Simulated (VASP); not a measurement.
# Si17O32 (a cell with a defect) in VASP: single point with PBEsol

Aim: the single point of Si17O32 (a cell with a defect) with PBEsol.

Program: VASP 6.6.1. These are calculated values, not measurements. Logs are shortened: lines on timing, memory, paths and dates and some standing lists are left out, and cuts for length are marked.

## Step 1: The cell of the first run

The cell holds a defect, 49 atoms: a = 10.090 Å, b = 8.667 Å, c = 8.320 Å, α = 90.00°, β = 88.35°, γ = 90.00°.

## Step 2: Single point, PBEsol

Contents of INCAR:

```
PREC = Accurate
ENCUT = 520
EDIFF = 1E-6
ISMEAR = 0
SIGMA = 0.02
LREAL = Auto
LASPH = T
NELM = 120
ALGO = Normal
ISIF = 2
LWAVE = F
LCHARG = F
GGA = PS
NBANDS = 160
GGA_COMPAT = F
KPAR = 2
NCORE = 2
```

Contents of KPOINTS:

```
Automatic mesh
0
Gamma
  2 2 2
```

Contents of POSCAR:

```
Si17O32
1.0
  -10.0895850000      0.0000000000      0.0000000000
    0.0000000000     -8.6670390000      0.0000000000
   -0.2390190000      0.0000000000      8.3166190000
Si O
17 32
Direct
    0.4534036402      0.6710677084      0.6864200464
    0.4610096972      0.3473735378      0.8356970543
    0.4571941014      0.3127897544      0.2130008601
    0.4504644466      0.6413085253      0.3763745820
    0.2106176567      0.1909963714      0.7123670088
    0.2333214699      0.8538593169      0.8382312572
    0.2315017604      0.8129327675      0.2175279401
    0.2035030376      0.1497302597      0.3390726448
    0.9776288486      0.6847001612      0.7149039772
    0.9562373698      0.3467009898      0.8354849489
    0.9563739223      0.3109477181      0.2088788725
    0.9750062745      0.6508628841      0.3314059475
    0.7117920337      0.1745720770      0.7126997161
    0.7167604463      0.8382018357      0.8306350213
    0.7184640432      0.8086342983      0.2065984987
    0.7058561593      0.1457879675      0.3365392836
    0.6649084106      0.5876003327      0.5219713684
    0.4373575846      0.2977151712      0.0213601224
    0.4266843770      0.4859453153      0.2720273707
    0.6204701902      0.6955826552      0.3239335600
    0.3488307070      0.6499063867      0.5371201927
    0.6124184851      0.3086358559      0.7778487869
    0.6198088441      0.7383166269      0.7049187897
    0.4400547698      0.5313830940      0.8177801580
    0.6087493602      0.2730515001      0.2600319914
    0.2302254083      0.8240371366      0.0266094912
    0.1754432867      0.9728272828      0.2930229219
    0.3574214453      0.1921694364      0.3015155558
    0.1706436491      0.1681238541      0.5284408243
    0.3839733635      0.8230933310      0.7732109647
    0.3617285000      0.2527986778      0.7221248202
    0.1922025876      0.0315933735      0.8093609915
    0.3823410291      0.7787190066      0.2685045449
    0.9231850192      0.3016185805      0.0205058089
    0.9261563301      0.4831658194      0.2732627285
    0.1247480162      0.6791397846      0.2653232041
    0.9779836449      0.6598618052      0.5237737836
    0.1111854370      0.3175015135      0.7921925965
    0.1233230150      0.7413830721      0.7616631230
    0.9304917604      0.5293203365      0.8093260013
    0.1087228587      0.2635760610      0.2385646138
    0.6964975546      0.7778820425      0.0158260226
    0.6761379331      0.9827077044      0.2500882871
    0.8591675557      0.1916175755      0.3037579334
    0.6806542610      0.1295309736      0.5287737721
    0.8678347422      0.8150935977      0.7658746902
    0.8620096278      0.2398241199      0.7252502489
    0.6852760900      0.0209168321      0.8221967364
    0.8694549772      0.7751549289      0.2589129068
```

Potentials or basis: VASP PAW PBE potentials, release 64 (Si, O).

On the command line:

```sh
$ cat potpaw_PBE.64/Si/POTCAR potpaw_PBE.64/O/POTCAR > POTCAR
$ mpirun -np 4 vasp_std > vasp.out
```

OUTCAR:

```text
PREC = Accurate
   ENCUT = 520
   EDIFF = 1E-6
   ISMEAR = 0
   LREAL = Auto
   LASPH = T
   NELM = 120
   ISIF = 2
   GGA = PS

 ion  position               nearest neighbor table
   1  0.453  0.671  0.686-  24 1.63  30 1.65  21 1.66  23 1.79   4 2.59  17 2.60   6 2.98   2 3.07

   2  0.461  0.347  0.836-  18 1.61  24 1.62  31 1.62  22 1.62   5 3.07   1 3.07  13 3.09
   3  0.457  0.313  0.213-  19 1.61  28 1.61  18 1.62  25 1.63   8 3.08  16 3.10
   4  0.450  0.641  0.376-  19 1.62  33 1.65  21 1.66  20 1.82  17 2.55   1 2.59   7 3.00
   5  0.211  0.191  0.712-  29 1.61  32 1.61  38 1.62  31 1.62  10 3.05   2 3.07   6 3.11   8 3.13

   6  0.233  0.854  0.838-  26 1.59  32 1.62  30 1.62  39 1.62   1 2.98   5 3.11
   7  0.232  0.813  0.218-  26 1.59  27 1.62  33 1.62  36 1.62   4 3.00  12 3.07   8 3.10
   8  0.204  0.150  0.339-  27 1.61  29 1.61  28 1.62  41 1.62   3 3.08  11 3.08   7 3.10   5 3.13
[... 6 lines left out ...]
  12  0.975  0.651  0.331-  37 1.60  36 1.61  35 1.61  49 1.64   7 3.07  11 3.12  15 3.13
  13  0.712  0.175  0.713-  22 1.62  45 1.62  47 1.62  48 1.63  14 3.08  10 3.08   2 3.09  16 3.14

  14  0.717  0.838  0.831-  46 1.61  48 1.62  42 1.63  23 1.69  13 3.08   9 3.08  15 3.14
  15  0.718  0.809  0.207-  43 1.61  49 1.62  42 1.63  20 1.68  16 3.12  12 3.13  14 3.14
  16  0.706  0.146  0.337-  44 1.61  43 1.62  25 1.62  45 1.62  11 3.07   3 3.10  15 3.12  13 3.14

  17  0.665  0.588  0.522-  20 1.96  23 2.05   4 2.55   1 2.60
  18  0.437  0.298  0.021-   2 1.61   3 1.62
  19  0.427  0.486  0.272-   3 1.61   4 1.62
  20  0.620  0.696  0.324-  15 1.68   4 1.82  17 1.96
  21  0.349  0.650  0.537-   1 1.66   4 1.66
  22  0.612  0.309  0.778-  13 1.62   2 1.62
  23  0.620  0.738  0.705-  14 1.69   1 1.79  17 2.05
  24  0.440  0.531  0.818-   2 1.62   1 1.63
  25  0.609  0.273  0.260-  16 1.62   3 1.63
  26  0.230  0.824  0.027-   6 1.59   7 1.59
  27  0.175  0.973  0.293-   8 1.61   7 1.62
  28  0.357  0.192  0.302-   3 1.61   8 1.62
  29  0.171  0.168  0.528-   5 1.61   8 1.61
[... 18 lines left out ...]
  48  0.685  0.021  0.822-  14 1.62  13 1.63
  49  0.869  0.775  0.259-  15 1.62  12 1.64

  LATTYP: Found a simple monoclinic cell.
 ALAT       =     8.3200529850
 B/A-ratio  =     1.0417047843
 C/A-ratio  =     1.2126827820
 COS(beta)  =    -0.0287280622

  Lattice vectors:

 A1 = (  -0.2390190000,   0.0000000000,   8.3166190000)
 A2 = (   0.0000000000,  -8.6670390000,   0.0000000000)
 A3 = (  10.0895850000,   0.0000000000,   0.0000000000)

Analysis of symmetry for initial positions (statically):
=====================================================================
 Subroutine PRICEL returns:
 Original cell was already a primitive cell.

 Routine SETGRP: Setting up the symmetry group for a
 simple monoclinic supercell.

 Subroutine GETGRP returns: Found  1 space group operations
 (whereof  1 operations were pure point group operations)
 out of a pool of  4 trial point group operations.

The static configuration has the point symmetry C_1 .

Analysis of symmetry for dynamics (positions and initial velocities):
=====================================================================
 Subroutine PRICEL returns:
 Original cell was already a primitive cell.

 Routine SETGRP: Setting up the symmetry group for a
 simple monoclinic supercell.

 Subroutine GETGRP returns: Found  1 space group operations
 (whereof  1 operations were pure point group operations)
 out of a pool of  4 trial point group operations.

The dynamic configuration has the point symmetry C_1 .

 Subroutine INISYM returns: Found  1 space group operations
 (whereof  1 operations are pure point group operations),
 and found     1 'primitive' translations

----------------------------------------------------------------------------------------

                                     Primitive cell

  volume of cell :     727.2619

  direct lattice vectors                    reciprocal lattice vectors
   -10.089585000  0.000000000  0.000000000    -0.099112104  0.000000000 -0.002848474
     0.000000000 -8.667039000  0.000000000     0.000000000 -0.115379658  0.000000000
    -0.239019000  0.000000000  8.316619000     0.000000000  0.000000000  0.120241170

  length of vectors
    10.089585000  8.667039000  8.320052985     0.099153028  0.115379658  0.120241170

  position of ions in fractional coordinates (direct lattice)
     0.453403640  0.671067708  0.686420046
     0.461009697  0.347373538  0.835697054
     0.457194101  0.312789754  0.213000860
     0.450464447  0.641308525  0.376374582
     0.210617657  0.190996371  0.712367009
     0.233321470  0.853859317  0.838231257
[... 41 lines left out ...]
     0.685276090  0.020916832  0.822196736
     0.869454977  0.775154929  0.258912907

  ion indices of the primitive-cell ions
   primitive index   ion index
                 1           1
                 2           2
                 3           3
                 4           4
                 5           5
                 6           6
[... 41 lines left out ...]
                48          48
                49          49

----------------------------------------------------------------------------------------

 KPOINTS: Automatic mesh

Automatic generation of k-mesh.
 Grid dimensions read from file:
 generate k-points for:    2    2    2

 Generating k-lattice:

  Cartesian coordinates                     Fractional coordinates (reciprocal lattice)
    -0.049556052  0.000000000 -0.001424237     0.500000000  0.000000000  0.000000000
     0.000000000 -0.057689829  0.000000000     0.000000000  0.500000000  0.000000000
     0.000000000  0.000000000  0.060120585     0.000000000  0.000000000  0.500000000

  Length of vectors
     0.049576514  0.057689829  0.060120585

  Shift w.r.t. Gamma in fractional coordinates (k-lattice)
     0.000000000  0.000000000  0.000000000

 Subroutine IBZKPT returns following result:
 ===========================================

 Found      8 irreducible k-points:

 Following reciprocal coordinates:
            Coordinates               Weight
  0.000000  0.000000  0.000000      1.000000
  0.500000  0.000000  0.000000      1.000000
  0.000000  0.500000  0.000000      1.000000
  0.500000  0.500000  0.000000      1.000000
  0.000000  0.000000  0.500000      1.000000
  0.500000  0.000000  0.500000      1.000000
  0.000000  0.500000  0.500000      1.000000
  0.500000  0.500000  0.500000      1.000000
   k-points           NKPTS =      8   k-points in BZ     NKDIM =      8   number of bands    NBANDS=    160
   number of dos      NEDOS =    301   number of ions     NIONS =     49
   total plane-waves  NPLWV = 327680
   dimension x,y,z NGX =    80 NGY =   64 NGZ =   64
   dimension x,y,z NGXF=   160 NGYF=  128 NGZF=  128
   ions per type =              17  32
   NGX,Y,Z   is equivalent  to a cutoff of  13.18, 12.28, 12.79 a.u.
   NGXF,Y,Z  is equivalent  to a cutoff of  26.36, 24.55, 25.58 a.u.
 SYSTEM =  unknown system
   PREC   = accura    normal or accurate (medium, high low for compatibility)
   ISTART =      0    job   : 0-new  1-cont  2-samecut
   ICHARG =      2    charge: 1-file 2-atom 10-const
   ISPIN  =      1    spin polarized calculation?
   LNONCOLLINEAR =      F non collinear calculations
   LSORBIT =      F    spin-orbit coupling
   LASPH  =      T    aspherical Exc in radial PAW
   ENCUT  =  520.0 eV  38.22 Ry    6.18 a.u.  18.76 16.11 15.47*2*pi/ulx,y,z
   NELM   =    120;   NELMIN=  2; NELMDL= -5     # of ELM steps
   EDIFF  = 0.1E-05   stopping-criterion for ELM
   LREAL  =      T    real-space projection
   EDIFFG = 0.1E-04   stopping-criterion for IOM
   NSW    =      0    number of steps for IOM
   IBRION =     -1    ionic relax: 0-MD 1-quasi-New 2-CG
   NFREE  =      0    steps in history (QN), initial steepest desc. (CG)
   ISIF   =      2    stress and relaxation
   ISYM   =      2    0-nonsym 1-usesym 2-fastsym
   POTIM  = 0.5000    time-step for ionic-motion
   TEBEG  =    0.0;   TEEND  =   0.0 temperature during run
   PSTRESS=    0.0 pullay stress
   NELECT =     260.0000    total number of electrons
   NUPDOWN=      -1.0000    fix difference up-down
   EMIN   =  10.00;   EMAX   =-10.00  energy-range for DOS
   EFERMI =   0.00;   METHOD = LEGACY
   ISMEAR =     0;   SIGMA  =   0.02  broadening in eV -4-tet -1-fermi 0-gaus
   EFERMI_NEDOS =   21; number of points for ismear=-14 and -15
   IALGO  =     38    algorithm
   IMIX   =      4    mixing-type and parameters
     AMIX     =   0.40;   BMIX     =  1.00
     AMIX_MAG =   1.60;   BMIX_MAG =  1.00
  volume/ion in A,a.u.               =      14.84       100.16
  Fermi-wavevector in a.u.,A,eV,Ry     =   1.161901  2.195674 18.368044  1.350013
  Thomas-Fermi vector in A             =   2.298468
   LORBIT       =      0    0 simple, 1 ext, 2 COOP (PROOUT), +10 PAW based schemes
   GGA     = PS    functional components
   LHFCALC =     F    Hartree Fock is set to
   AEXX    =    0.0000 exact exchange contribution
   IVDW    =     0    specifies the selected vdW correction
   LEPSILON=     F    determine dielectric tensor
   LRPA    =     F    only Hartree local field effects (RPA)
 non-spin polarized calculation
 Gauss-broadening in eV      SIGMA  =   0.02
  energy-cutoff  :      520.00
  volume of cell :      727.26
 maximum number of plane-waves:     19628
 NGX is ok and might be reduce to    80
   NGX = 37   NGY = 33   NGZ = 31

 number of electron     260.0000024 magnetization

 Free energy of the ion-electron system (eV)
  ---------------------------------------------------
  ext. energy  EPLUGINS =         0.00000000
  ---------------------------------------------------
  free energy    TOTEN  =      -395.49807728 eV

  energy without entropy =     -395.49807728  energy(sigma->0) =     -395.49807728

 E-fermi :   2.8289     XC(G=0):  -8.4485

 val. band max:        2.6762392612   @ k =   0.0000   0.5000   0.5000
 cond. band min:       4.7868642101   @ k =   0.0000   0.5000   0.0000
 fundamental gap:      2.1106249489
 Fermi energy:         2.8289407337

 k-point     1 :       0.0000    0.0000    0.0000
  band No.  band energies     occupation
      1     -19.4276      2.00000
      2     -19.0506      2.00000
      3     -19.0063      2.00000
      4     -18.9054      2.00000
      5     -18.8604      2.00000
      6     -18.5948      2.00000
[... 1149 lines left out ...]
    141       7.9350      0.00000
    142       8.2366      0.00000
 [bands above 142 left out]

------------------------ aborting loop because EDIFF is reached ----------------------------------------

  FORCE on cell =-STRESS in cart. coord.  units (eV):
  Direction    XX          YY          ZZ          XY          YZ          ZX
  --------------------------------------------------------------------------------------
  -------------------------------------------------------------------------------------
  Total       -0.7294922      6.4745367      3.2250811     -2.6010255     -0.2695339      3.9979071
  in kB       -1.6070907     14.2635760      7.1049391     -5.7301281     -0.5937903      8.8074952
  external PRESSURE =       6.5871415 kB  Pullay stress =       0.0000000 kB

 VOLUME and BASIS-vectors are now :
 -----------------------------------------------------------------------------
  energy-cutoff  :      520.00
  volume of cell :      727.26
      direct lattice vectors                 reciprocal lattice vectors
   -10.089585000  0.000000000  0.000000000    -0.099112104  0.000000000 -0.002848474
     0.000000000 -8.667039000  0.000000000     0.000000000 -0.115379658  0.000000000
    -0.239019000  0.000000000  8.316619000     0.000000000  0.000000000  0.120241170

 POSITION                                       TOTAL-FORCE (eV/Angst)
 -----------------------------------------------------------------------------------
     -4.73872     -5.81617      5.70869        -0.056428     -0.027757     -0.027668
     -4.85114     -3.01070      6.95017        -0.033122     -0.022169      0.010986
     -4.66381     -2.71096      1.77145        -0.040138     -0.010863     -0.026701
     -4.63496     -5.55825      3.13016        -0.051202     -0.015630     -0.004063
     -2.29531     -1.65537      5.92449        -0.023003     -0.017941      0.011462
     -2.55447     -7.40043      6.97125         0.006550     -0.012049     -0.025253
[... 41 lines left out ...]
     -7.11067     -0.18129      6.83790         0.040154      0.010860      0.020877
     -8.83433     -6.71830      2.15328         0.033518      0.047591     -0.013614
 -----------------------------------------------------------------------------------
    total drift:                               -0.020224     -0.037337      0.020926

  FREE ENERGIE OF THE ION-ELECTRON SYSTEM (eV)
  ---------------------------------------------------
  free  energy   TOTEN  =      -395.4980772755 eV

  energy  without entropy=     -395.4980772755  energy(sigma->0) =     -395.49807728
```

Run time: 5.6 min. Hardware: 4 MPI ranks of Intel Xeon Platinum 8375C at 2.90GHz (Ice Lake), shared host; peak memory 0.61 GiB.

Results:

- Free energy: -395.4981 eV
- Pressure: 0.7 GPa
- Largest force: 0.189 eV/Å
- Band gap on the k mesh: 2.11 eV

Forces in eV/Å, atoms in the order of the input:
```
Si  -0.056 -0.028 -0.028
Si  -0.033 -0.022  0.011
Si  -0.040 -0.011 -0.027
Si  -0.051 -0.016 -0.004
Si  -0.023 -0.018  0.011
Si   0.007 -0.012 -0.025
Si   0.012  0.018 -0.046
Si  -0.006 -0.014  0.008
Si  -0.033 -0.012 -0.039
Si   0.009  0.018  0.014
Si  -0.013  0.007 -0.008
Si   0.014  0.026 -0.027
Si   0.006  0.010 -0.005
Si   0.081  0.024  0.041
Si   0.069  0.032  0.002
Si  -0.032  0.010  0.011
Si   0.005 -0.092  0.053
O   -0.034 -0.023  0.019
O   -0.049  0.020  0.016
O    0.039  0.003  0.076
O    0.187 -0.025 -0.015
O   -0.056 -0.008 -0.028
O    0.014  0.003 -0.009
O   -0.062 -0.029 -0.014
O   -0.046 -0.013  0.012
O    0.004 -0.035  0.084
O    0.026  0.010  0.080
O   -0.025  0.070 -0.010
O    0.009 -0.082 -0.043
O   -0.021 -0.043 -0.031
O   -0.016  0.003  0.017
O    0.021  0.020 -0.056
O   -0.029 -0.047 -0.034
O    0.016 -0.002 -0.019
O   -0.002  0.020  0.011
O   -0.042  0.016  0.008
O    0.038 -0.057  0.045
O   -0.003 -0.030  0.032
O    0.013  0.062 -0.016
O    0.033 -0.009 -0.020
O   -0.077  0.005 -0.043
O    0.074  0.077 -0.002
O   -0.003  0.023 -0.023
O   -0.027  0.025  0.060
O    0.015  0.039 -0.003
O    0.035  0.013 -0.014
O   -0.020  0.015 -0.031
O    0.040  0.011  0.021
O    0.034  0.048 -0.014
```

Stress tensor (GPa, compression positive):
```
-0.16 -0.57  0.88
-0.57  1.43 -0.06
 0.88 -0.06  0.71
```

Levels at points of the mesh, in eV from the valence-band top:
| k point | band 126 | band 127 | band 128 | band 129 | band 130 | band 131 | band 132 | band 133 | band 134 | band 135 |
| --- | --- | --- | --- | --- | --- | --- | --- | --- | --- | --- |
| (0.00, 0.00, 0.00) | -2.91 | -2.61 | -2.45 | -2.34 | -0.02 | 2.20 | 2.96 | 3.17 | 4.54 | 4.76 |
| (0.50, 0.00, 0.00) | -2.92 | -2.60 | -2.47 | -2.33 | -0.05 | 2.27 | 3.00 | 3.60 | 3.79 | 4.53 |
| (0.00, 0.50, 0.00) | -2.91 | -2.63 | -2.39 | -2.33 | -0.02 | 2.11 | 3.04 | 3.75 | 4.16 | 4.59 |
| (0.50, 0.50, 0.00) | -2.90 | -2.60 | -2.44 | -2.31 | -0.05 | 2.17 | 3.05 | 4.08 | 4.30 | 4.36 |
| (0.00, 0.00, 0.50) | -2.91 | -2.70 | -2.57 | -2.43 | 0.00 | 2.35 | 2.68 | 3.86 | 4.22 | 4.61 |
| (0.50, 0.00, 0.50) | -2.91 | -2.72 | -2.57 | -2.43 | -0.02 | 2.38 | 2.75 | 4.22 | 4.27 | 4.43 |
| (0.00, 0.50, 0.50) | -2.88 | -2.71 | -2.55 | -2.39 | 0.00 | 2.28 | 2.84 | 4.19 | 4.28 | 4.64 |
| (0.50, 0.50, 0.50) | -2.89 | -2.71 | -2.56 | -2.41 | -0.02 | 2.32 | 2.86 | 4.29 | 4.50 | 4.66 |

Caveat: the PAW data sets were made with another functional, which shifts forces and pressure a little.
